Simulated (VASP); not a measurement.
Wanted: the native input for a VASP 6.6.1 run.

- Task: single point
- Functional: PBE
- Potentials or basis: VASP PAW PBE potentials, release 64 (Ti_sv, B)
- Cutoff: 520 eV
- k mesh: 18 × 18 × 14
- Occupations: gaussian, width 0.1 eV
- Spin: no spin polarisation
- Dipole correction: no
- Further INCAR settings: ALGO = Normal; EDIFF = 1e-06; NBANDS = 16

The structure of TiB2 lies in POSCAR:

```
TiB2
1.0
    3.0829454315      0.0000000000      0.0000000000
   -1.5414727157      2.6699090621      0.0000000000
    0.0000000000      0.0000000000      3.3052376047
Ti B
1 2
Direct
    0.0000000000      0.0000000000      0.0000000000
    0.3333333333      0.6666666667      0.5000000000
    0.6666666667      0.3333333333      0.5000000000
```

This cell differs from its parent crystal: volume scaled by 1.06, then relaxed in part.

One way to write it, as run:

INCAR

```
PREC = Accurate ; ENCUT = 520
EDIFF = 1E-6 ; ISMEAR = 0
SIGMA = 0.1 ; LREAL = F
LASPH = T ; NELM = 100
ALGO = Normal ; ISIF = 2
LWAVE = F ; LCHARG = T
GGA = PE ; LELF = T
LVHAR = T ; NBANDS = 16
```

KPOINTS

```
regular mesh
0
Gamma
  18 18 14
```

Potentials or basis: VASP PAW PBE potentials, release 64 (Ti_sv, B).

The run is started by

```bash
$ cat potpaw_PBE.64/Ti_sv/POTCAR potpaw_PBE.64/B/POTCAR > POTCAR
$ mpirun -np 1 vasp_std > vasp.out
```

Results of the run:

```json
{
 "Pressure": "-12.8 GPa",
 "Band gap on the k mesh": "zero (band 9 reaches 9.77 eV, above the bottom of band 10 at 9.14 eV)"
}
```

It took 87 s on 1 thread of Intel Xeon 6975P-C, on a shared host, peak memory 0.25 GiB.
